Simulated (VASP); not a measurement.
# K2Nb2O (P-3m1) in VASP: a series of runs

K2Nb2O is run at these levels: PBE; tasks: single point.

Program: VASP 6.6.1. These are calculated values, not measurements. Logs are shortened: lines on timing, memory, paths and dates and some standing lists are left out, and cuts for length are marked.

### Step 1. The cell of the first run

It takes space group P-3m1 (No. 164, trigonal). The conventional cell has a = 3.395 Å, b = 3.395 Å, c = 12.211 Å, α = 90.00°, β = 90.00°, γ = 120.00°. K (site symmetry 3m) has 3 O at 2.49 Å and 6 K at 3.39 Å within 3.4 Å. Nb (site symmetry 3m) has 9 Nb at 2.62 to 3.39 Å within 3.5 Å. Within 3.4 Å of O (site symmetry -3m) lie 6 K at 2.49 Å and 6 O at 3.39 Å.

The cell was generated, and may not be a known phase.

### Step 2. Single point, PBE

INCAR reads:

```
ALGO     = Normal         # electronic algorithm
EDIFF    = 1E-6           # SCF threshold, eV
ENCUT    = 520            # plane-wave cutoff, eV
GGA      = PE             # functional
ISIF     = 2              # what is computed and relaxed
ISMEAR   = 0              # smearing method
LASPH    = T              # aspherical terms in the spheres
LCHARG   = F              # write CHGCAR
LREAL    = F              # projectors in reciprocal space
LWAVE    = F              # write WAVECAR
NBANDS   = 33             # bands
NELM     = 100            # most SCF steps
PREC     = Accurate       # precision mode
SIGMA    = 0.1            # smearing width, eV
```

KPOINTS reads:

```
k-points
0
Gamma
  12 12 4
```

POSCAR reads:

```
K2Nb2O
1.0
    3.3946971034      0.0000000000      0.0000000000
   -1.6973485517      2.9398939297      0.0000000000
    0.0000000000      0.0000000000     12.2105152111
K Nb O
2 2 1
Direct
    0.6666666667      0.3333333333      0.8742182723
    0.3333333333      0.6666666667      0.1257817277
    0.6666666667      0.3333333333      0.4289483909
    0.3333333333      0.6666666667      0.5710516091
    0.0000000000      0.0000000000      0.0000000000
```

Potentials or basis: VASP PAW PBE potentials, release 64 (K_sv, Nb_sv, O).

Started as:

```console
$ cat potpaw_PBE.64/K_sv/POTCAR potpaw_PBE.64/Nb_sv/POTCAR potpaw_PBE.64/O/POTCAR > POTCAR
$ mpirun -np 1 vasp_std > vasp.out
```

OUTCAR:

```text
EDIFF = 1E-6
   ENCUT = 520
   GGA = PE
   ISIF = 2
   ISMEAR = 0
   LASPH = T
   LREAL = F
   NELM = 100
   PREC = Accurate

 ion  position               nearest neighbor table
   1  0.667  0.333  0.874-   5 2.49   5 2.49   5 2.49   2 3.64   2 3.64   2 3.64
   2  0.333  0.667  0.126-   5 2.49   5 2.49   5 2.49   1 3.64   1 3.64   1 3.64
   3  0.667  0.333  0.429-   4 2.62   4 2.62   4 2.62
   4  0.333  0.667  0.571-   3 2.62   3 2.62   3 2.62
   5  0.000  0.000  0.000-   1 2.49   2 2.49   1 2.49   2 2.49   1 2.49   2 2.49

  LATTYP: Found a hexagonal cell.
 ALAT       =     3.3946971034
 C/A-ratio  =     3.5969380593

  Lattice vectors:

 A1 = (   3.3946971034,   0.0000000000,   0.0000000000)
 A2 = (  -1.6973485517,   2.9398939297,   0.0000000000)
 A3 = (   0.0000000000,   0.0000000000,  12.2105152111)

Analysis of symmetry for initial positions (statically):
=====================================================================
 Subroutine PRICEL returns:
 Original cell was already a primitive cell.

 Routine SETGRP: Setting up the symmetry group for a
 hexagonal supercell.

 Subroutine GETGRP returns: Found 12 space group operations
 (whereof 12 operations were pure point group operations)
 out of a pool of 24 trial point group operations.

The static configuration has the point symmetry D_3d.

Analysis of symmetry for dynamics (positions and initial velocities):
=====================================================================
 Subroutine PRICEL returns:
 Original cell was already a primitive cell.

 Routine SETGRP: Setting up the symmetry group for a
 hexagonal supercell.

 Subroutine GETGRP returns: Found 12 space group operations
 (whereof 12 operations were pure point group operations)
 out of a pool of 24 trial point group operations.

The dynamic configuration has the point symmetry D_3d.

 Subroutine INISYM returns: Found 12 space group operations
 (whereof 12 operations are pure point group operations),
 and found     1 'primitive' translations

----------------------------------------------------------------------------------------

                                     Primitive cell

  volume of cell :     121.8615

  direct lattice vectors                    reciprocal lattice vectors
     3.394697103  0.000000000  0.000000000     0.294577092  0.170074163  0.000000000
    -1.697348552  2.939893930  0.000000000     0.000000000  0.340148326  0.000000000
     0.000000000  0.000000000 12.210515211     0.000000000  0.000000000  0.081896626

  length of vectors
     3.394697103  3.394697103 12.210515211     0.340148326  0.340148326  0.081896626

  position of ions in fractional coordinates (direct lattice)
     0.666666667  0.333333333  0.874218272
     0.333333333  0.666666667  0.125781728
     0.666666667  0.333333333  0.428948391
     0.333333333  0.666666667  0.571051609
     0.000000000  0.000000000  0.000000000

  ion indices of the primitive-cell ions
   primitive index   ion index
                 1           1
                 2           2
                 3           3
                 4           4
                 5           5

----------------------------------------------------------------------------------------

 KPOINTS: k-points

Automatic generation of k-mesh.
 Grid dimensions read from file:
 generate k-points for:   12   12    4

 Generating k-lattice:

  Cartesian coordinates                     Fractional coordinates (reciprocal lattice)
     0.024548091  0.014172847  0.000000000     0.083333333  0.000000000  0.000000000
     0.000000000  0.028345694  0.000000000     0.000000000  0.083333333  0.000000000
     0.000000000  0.000000000  0.020474157     0.000000000  0.000000000  0.250000000

  Length of vectors
     0.028345694  0.028345694  0.020474157

  Shift w.r.t. Gamma in fractional coordinates (k-lattice)
     0.000000000  0.000000000  0.000000000

 Subroutine IBZKPT returns following result:
 ===========================================

 Found     69 irreducible k-points:

 Following reciprocal coordinates:
            Coordinates               Weight
  0.000000  0.000000  0.000000      1.000000
  0.083333  0.000000  0.000000      6.000000
  0.166667  0.000000  0.000000      6.000000
  0.250000  0.000000  0.000000      6.000000
  0.333333  0.000000  0.000000      6.000000
  0.416667  0.000000  0.000000      6.000000
[... 16 lines left out ...]
  0.166667  0.000000  0.250000      6.000000
  0.000000  0.166667  0.250000      6.000000
 [... further k-points ...]
   k-points           NKPTS =     69   k-points in BZ     NKDIM =     69   number of bands    NBANDS=     33
   number of dos      NEDOS =    301   number of ions     NIONS =      5
   total plane-waves  NPLWV =  75264
   dimension x,y,z NGX =    28 NGY =   28 NGZ =   96
   dimension x,y,z NGXF=    56 NGYF=   56 NGZF=  192
   ions per type =               2   2   1
   NGX,Y,Z   is equivalent  to a cutoff of  13.71, 13.71, 13.07 a.u.
   NGXF,Y,Z  is equivalent  to a cutoff of  27.42, 27.42, 26.14 a.u.
 SYSTEM =  unknown system
   PREC   = accura    normal or accurate (medium, high low for compatibility)
   ISTART =      0    job   : 0-new  1-cont  2-samecut
   ICHARG =      2    charge: 1-file 2-atom 10-const
   ISPIN  =      1    spin polarized calculation?
   LNONCOLLINEAR =      F non collinear calculations
   LSORBIT =      F    spin-orbit coupling
   LASPH  =      T    aspherical Exc in radial PAW
   ENCUT  =  520.0 eV  38.22 Ry    6.18 a.u.   6.31  6.31 22.70*2*pi/ulx,y,z
   NELM   =    100;   NELMIN=  2; NELMDL= -5     # of ELM steps
   EDIFF  = 0.1E-05   stopping-criterion for ELM
   LREAL  =      F    real-space projection
   EDIFFG = 0.1E-04   stopping-criterion for IOM
   NSW    =      0    number of steps for IOM
   IBRION =     -1    ionic relax: 0-MD 1-quasi-New 2-CG
   NFREE  =      0    steps in history (QN), initial steepest desc. (CG)
   ISIF   =      2    stress and relaxation
   ISYM   =      2    0-nonsym 1-usesym 2-fastsym
   POTIM  = 0.5000    time-step for ionic-motion
   TEBEG  =    0.0;   TEEND  =   0.0 temperature during run
   PSTRESS=    0.0 pullay stress
   NELECT =      50.0000    total number of electrons
   NUPDOWN=      -1.0000    fix difference up-down
   EMIN   =  10.00;   EMAX   =-10.00  energy-range for DOS
   EFERMI =   0.00;   METHOD = LEGACY
   ISMEAR =     0;   SIGMA  =   0.10  broadening in eV -4-tet -1-fermi 0-gaus
   EFERMI_NEDOS =   21; number of points for ismear=-14 and -15
   IALGO  =     38    algorithm
   IMIX   =      4    mixing-type and parameters
     AMIX     =   0.40;   BMIX     =  1.00
     AMIX_MAG =   1.60;   BMIX_MAG =  1.00
  volume/ion in A,a.u.               =      24.37       164.47
  Fermi-wavevector in a.u.,A,eV,Ry     =   1.216492  2.298837 20.134621  1.479853
  Thomas-Fermi vector in A             =   2.351844
   LORBIT       =      0    0 simple, 1 ext, 2 COOP (PROOUT), +10 PAW based schemes
   GGA     = PE    functional components
   LHFCALC =     F    Hartree Fock is set to
   AEXX    =    0.0000 exact exchange contribution
   IVDW    =     0    specifies the selected vdW correction
   LEPSILON=     F    determine dielectric tensor
   LRPA    =     F    only Hartree local field effects (RPA)
 non-spin polarized calculation
 Gauss-broadening in eV      SIGMA  =   0.10
  energy-cutoff  :      520.00
  volume of cell :      121.86
 maximum number of plane-waves:      3299
 NGX is ok and might be reduce to    28
   NGX = 13   NGY = 13   NGZ = 45

 number of electron      49.9999999 magnetization

 Free energy of the ion-electron system (eV)
  ---------------------------------------------------
  ext. energy  EPLUGINS =         0.00000000
  ---------------------------------------------------
  free energy    TOTEN  =       -27.03896237 eV

  energy without entropy =      -27.00601643  energy(sigma->0) =      -27.02248940

 E-fermi :   3.2434     XC(G=0):  -9.1075

 val. band max:        3.2385162529   @ k =   0.4167   0.1667   0.2500
 cond. band min:       3.2503759504   @ k =   0.4167   0.1667   0.0000
 fundamental gap:      0.0118596975
 Fermi energy:         3.2433586578

 k-point     1 :       0.0000    0.0000    0.0000
  band No.  band energies     occupation
      1     -51.3456      2.00000
      2     -50.9472      2.00000
      3     -27.7798      2.00000
      4     -27.3506      2.00000
      5     -27.3506      2.00000
      6     -26.8207      2.00000
[... 25 lines left out ...]
     32       7.7027      0.00000
     33       8.0905      0.00000

 k-point     2 :       0.0833    0.0000    0.0000
  band No.  band energies     occupation
      1     -51.3379      2.00000
      2     -50.9516      2.00000
      3     -27.7815      2.00000
      4     -27.3943      2.00000
      5     -27.3637      2.00000
      6     -26.8253      2.00000
[... 25 lines left out ...]
     32       7.3653      0.00000
     33       7.8042      0.00000

 k-point     3 :       0.1667    0.0000    0.0000
  band No.  band energies     occupation
      1     -51.3159      2.00000
      2     -50.9644      2.00000
      3     -27.7884      2.00000
      4     -27.4988      2.00000
      5     -27.3980      2.00000
      6     -26.8360      2.00000
[... 25 lines left out ...]
     32       7.6158      0.00000
     33       8.1064      0.00000

 k-point     4 :       0.2500    0.0000    0.0000
  band No.  band energies     occupation
      1     -51.2826      2.00000
      2     -50.9854      2.00000
      3     -27.8038      2.00000
      4     -27.6201      2.00000
      5     -27.4421      2.00000
      6     -26.8399      2.00000
[... 25 lines left out ...]
     32       7.7542      0.00000
     33       7.9453      0.00000

 k-point     5 :       0.3333    0.0000    0.0000
  band No.  band energies     occupation
      1     -51.2428      2.00000
      2     -51.0127      2.00000
      3     -27.8292      2.00000
      4     -27.7237      2.00000
      5     -27.4836      2.00000
      6     -26.8261      2.00000
[... 604 lines left out ...]
 k-point    22 :       0.0000    0.0833    0.2500
  band No.  band energies     occupation
      1     -51.3379      2.00000
      2     -50.9516      2.00000
      3     -27.7815      2.00000
      4     -27.3943      2.00000
      5     -27.3637      2.00000
      6     -26.8253      2.00000
[... 25 lines left out ...]
     32       7.2735      0.00000
     33       7.9005      0.00000

 k-point    23 :       0.1667    0.0000    0.2500
  band No.  band energies     occupation
      1     -51.3159      2.00000
      2     -50.9644      2.00000
      3     -27.7884      2.00000
      4     -27.4988      2.00000
      5     -27.3980      2.00000
      6     -26.8360      2.00000
[... 25 lines left out ...]
     32       7.7351      0.00000
     33       7.9473      0.00000

 k-point    24 :       0.0000    0.1667    0.2500
  band No.  band energies     occupation
      1     -51.3159      2.00000
      2     -50.9644      2.00000
      3     -27.7884      2.00000
      4     -27.4988      2.00000
      5     -27.3980      2.00000
      6     -26.8360      2.00000
[... 25 lines left out ...]
     32       7.5937      0.00000
     33       8.1690      0.00000

 [... further k-points ...]
[... 5 lines left out ...]
  --------------------------------------------------------------------------------------
  -------------------------------------------------------------------------------------
  Total        0.0589241      0.0589241      0.1259344      0.0000000     -0.0000000     -0.0000000
  in kB        0.7747053      0.7747053      1.6557255      0.0000000     -0.0000000     -0.0000000
  external PRESSURE =       1.0683787 kB  Pullay stress =       0.0000000 kB

 VOLUME and BASIS-vectors are now :
 -----------------------------------------------------------------------------
  energy-cutoff  :      520.00
  volume of cell :      121.86
      direct lattice vectors                 reciprocal lattice vectors
     3.394697103  0.000000000  0.000000000     0.294577092  0.170074163  0.000000000
    -1.697348552  2.939893930  0.000000000     0.000000000  0.340148326  0.000000000
     0.000000000  0.000000000 12.210515211     0.000000000  0.000000000  0.081896626

 POSITION                                       TOTAL-FORCE (eV/Angst)
 -----------------------------------------------------------------------------------
      1.69735      0.97996     10.67466        -0.000000      0.000000     -0.043275
     -0.00000      1.95993      1.53586         0.000000     -0.000000      0.043275
      1.69735      0.97996      5.23768         0.000000     -0.000000      0.000651
     -0.00000      1.95993      6.97283        -0.000000      0.000000     -0.000651
      0.00000      0.00000      0.00000         0.000000      0.000000     -0.000000
 -----------------------------------------------------------------------------------
    total drift:                                0.000000     -0.000000      0.000000

  FREE ENERGIE OF THE ION-ELECTRON SYSTEM (eV)
  ---------------------------------------------------
  free  energy   TOTEN  =       -27.0389623666 eV

  energy  without entropy=      -27.0060164292  energy(sigma->0) =      -27.02248940
```

Wall time 4.4 min (1 thread of AMD EPYC 9R45 (Zen 5), shared host); peak memory 0.39 GiB.

Results:

```yaml
Free_energy: -27.0390 eV
Pressure: 0.1 GPa
Largest_force: 0.043 eV/Å
Band_gap_on_the_k_mesh: zero (bands 25 and 26 overlap by 0.23 eV)
```

Forces on the atoms (eV/Å):
```
K    0.000  0.000 -0.043
K    0.000  0.000  0.043
Nb   0.000  0.000  0.001
Nb   0.000  0.000 -0.001
O    0.000  0.000  0.000
```

Levels at points of the mesh, in eV from the Fermi level:
```
           k point  band 23  band 24  band 25  band 26  band 27  band 28
(0.00, 0.00, 0.00)    -0.57    -0.57    -0.52     0.02     0.02     0.06
(0.50, 0.00, 0.00)    -0.34    -0.12     0.09     0.33     2.08     2.41
(0.00, 0.00, 0.50)    -0.72    -0.57    -0.57     0.02     0.02     0.38
(0.50, 0.00, 0.50)    -0.34    -0.12     0.04     0.35     2.06     2.46
```

(Part 1 of 2 ends here.)

The gap in the log of VASP goes by the Fermi energy; the results here count the filled bands.